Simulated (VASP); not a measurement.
# Sn3P4: single point with PBE

The system is Sn3P4.

```
Sn P
1.0
     5.34120    0.00000    0.00000
     0.00000    5.34120    0.00000
     0.00000    0.00000    6.72551
Sn P
3 4
Cartesian
  2.6706 2.6706 0.0000
  0.0000 2.6706 0.0000
  2.6706 0.0000 0.0000
  0.9782 0.9782 3.3628
  4.3630 4.3630 3.3628
  4.3630 0.9782 3.3628
  0.9782 4.3630 3.3628
```

The cell was built from a structure type or drawn by symmetry, and may not be a known phase.

* Program: VASP 6.6.1
* Task: single point
* Functional: PBE
* Potentials or basis: VASP PAW PBE potentials, release 64 (Sn_d, P)
* Cutoff: 520 eV
* k mesh: 4 × 4 × 4
* Occupations: gaussian, width 0.1 eV
* Spin: no spin polarisation
* Dipole correction: no
* Further INCAR settings: ALGO = Normal; EDIFF = 1e-06; NBANDS = 40

The pressure is 13.0 GPa. The largest force is 6.233 eV/Å and the band gap on the k mesh is zero (bands 31 and 32 overlap by 1.16 eV).

Forces in eV/Å, atoms in the order of the input:
```
Sn   0.000  0.000  0.000
Sn   0.000  0.000  0.000
Sn   0.000  0.000  0.000
P    4.408  4.408  0.000
P   -4.408 -4.408  0.000
P   -4.408  4.408  0.000
P    4.408 -4.408  0.000
```

Stress tensor (GPa, compression positive):
```
21.63  0.00  0.00
 0.00 21.63  0.00
 0.00  0.00 -4.27
```

Levels at points of the mesh, in eV from the Fermi level:
| k point | band 29 | band 30 | band 31 | band 32 | band 33 | band 34 |
| --- | --- | --- | --- | --- | --- | --- |
| (0.00, 0.00, 0.00) | -1.36 | -1.17 | -0.79 | -0.79 | 0.83 | 1.75 |
| (0.50, 0.00, 0.00) | -0.56 | -0.02 | 0.27 | 0.59 | 0.60 | 0.85 |
| (0.50, 0.50, 0.00) | -0.74 | -0.53 | -0.53 | 2.25 | 2.25 | 2.35 |
| (0.00, 0.00, 0.50) | -1.51 | -1.51 | -0.54 | -0.54 | 1.61 | 2.10 |
| (0.50, 0.00, 0.50) | -1.12 | -0.64 | 0.33 | 0.37 | 0.47 | 1.25 |
| (0.50, 0.50, 0.50) | -0.87 | -0.87 | 0.36 | 0.70 | 0.70 | 1.89 |

Run time: 59 s on 1 thread of Intel(R) Xeon(R) 6975P-C (Granite Rapids) (shared host), peak memory 0.32 GiB.

Caveat: the cell stands under pressure; spin-orbit coupling is left out, which moves the levels of the heavy elements; forces of over 1 eV/Å act on the atoms, so gaps and moduli don't describe the material at rest.
